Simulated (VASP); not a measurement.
Set up this calculation in VASP 6.6.1, as the native input.

* Task: single point
* Functional: PBE
* Potentials or basis: VASP PAW PBE potentials, release 64 (Al, C)
* Cutoff: 520 eV
* k mesh: 6 × 6 × 1
* Occupations: gaussian, width 0.1 eV
* Spin: no spin polarisation
* Dipole correction: yes
* Further INCAR settings: ALGO = Normal; EDIFF = 1e-07; NBANDS = 32

The structure of Al12C lies in POSCAR:

```
Al12C
1.0
    5.7135165837      0.0000000000      0.0000000000
   -2.8567582918      4.9480505064      0.0000000000
    0.0000000000      0.0000000000     20.1013782189
Al C
12 1
Direct
    0.3333333333      0.1666666666      0.1989913307
    0.3333333333      0.6666666666      0.1989913307
    0.8333333333      0.1666666667      0.1989913307
    0.8333333333      0.6666666666      0.1989913307
    0.1666666667      0.3333333334      0.3134471524
    0.1666666667      0.8333333333      0.3134471524
    0.6666666667      0.3333333333      0.3134471524
    0.6666666667      0.8333333333      0.3134471524
    0.0000000000      0.0000000000      0.4278999243
    0.0000000000      0.5000000000      0.4278999243
    0.5000000000      0.0000000000      0.4278999243
    0.5000000000      0.5000000000      0.4278999243
    0.0000000000      0.2500000000      0.4893305225
```

One way to write it, as run:

INCAR

```
SYSTEM = Al12C
  PREC = Accurate
  ENCUT = 520
  EDIFF = 1E-7
  ISMEAR = 0
  SIGMA = 0.1
  LREAL = .FALSE.
  LASPH = .TRUE.
  NELM = 80
  ALGO = Normal
  ISIF = 2
  LWAVE = .FALSE.
  LCHARG = .FALSE.
  LDIPOL = .TRUE.
  IDIPOL = 3
  DIPOL = 0.5 0.5 0.327
  GGA = PE
  NBANDS = 32
```

KPOINTS

```
Automatic mesh
0
G
  6 6 1
  0 0 0
```

Potentials or basis: VASP PAW PBE potentials, release 64 (Al, C).

Run with:

```bash
$ cat potpaw_PBE.64/Al/POTCAR potpaw_PBE.64/C/POTCAR > POTCAR
$ mpirun -np 1 vasp_std > vasp.out
```

It gave:

| Quantity | Value |
| --- | --- |
| Largest force | 1.203 eV/Å |
| Band gap on the k mesh | zero (bands 20 and 21 overlap by 0.34 eV) |

Run time: 4.6 min on 1 thread of Intel(R) Xeon(R) 6975P-C (Granite Rapids) (shared host), peak memory 0.65 GiB.
